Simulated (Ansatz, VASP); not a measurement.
# Y4Zr in VASP and in Ansatz

```
Zr Y
1.0
     3.65262    0.00000    0.00000
    -1.82631    3.16326    0.00000
     0.00000    0.00000   27.39840
Zr Y
1 4
Cartesian
  0.0000 0.0000 8.0572
  0.0000 2.1088 10.8287
  0.0000 0.0000 13.6992
  0.0000 2.1088 16.5697
  0.0000 0.0000 19.3412
```

Alike in both runs: task single point; functional PBE; k mesh 13 × 13 × 1; occupations fermi-dirac, width 0.1 eV; no spin polarisation.

|  | VASP | Ansatz |
| --- | --- | --- |
| version | VASP 6.6.1 | Ansatz 0.2.0 |
| potentials or method | VASP PAW PBE potentials, release 64 (Zr_sv, Y_sv), cutoff 520 eV | all-electron LAPW, scalar-relativistic |

|  | VASP | Ansatz | Ansatz less VASP |
| --- | --- | --- | --- |
| rms of the force components (eV/Å) | 0.339 | 0.339 | +0.0002 |

Atom by atom the forces differ by 0.002 eV/Å (rms over components). Ansatz ran all-electron here, and VASP with PAW potentials. Ansatz's warnings: vacuum below fermi.
